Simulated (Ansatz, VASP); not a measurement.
# One calculation of TaN, two programs

```
Ta N
1.0
     5.15020    0.00000    0.00000
    -2.57510    4.46020    0.00000
     0.00000    0.00000    2.88848
Ta N
3 3
Direct
  0.00000 0.00000 0.00000
  0.33333 0.66667 0.50000
  0.66667 0.33333 0.50000
  0.50000 0.00000 0.00000
  0.50000 0.50000 0.00000
  0.00000 0.50000 0.00000
```

Change from the starting cell: volume scaled by 0.98, PAW files.

Alike in both runs: task electric field gradients; functional PBE; k mesh 5 × 5 × 8; occupations fermi-dirac, width 0.03 eV; no spin polarisation.

```csv
,VASP,Ansatz
version,VASP 6.6.1,Ansatz 0.2.0
potentials or method,"VASP PAW PBE potentials, release 64 (Ta_sv_GW, N)","PAW with Ansatz's default frozen-core files, scalar-relativistic"
plane-wave cutoff (eV),520,420
valence electrons in the cell,54,54
```

Ansatz gave:

```
size of Vzz on the site where it differs most (V/Å²) : 467.8
```

What did VASP give for the same quantities?

Size of Vzz on the site where it differs most (V/Å²): 418.2.

Neither program's run includes spin-orbit coupling.
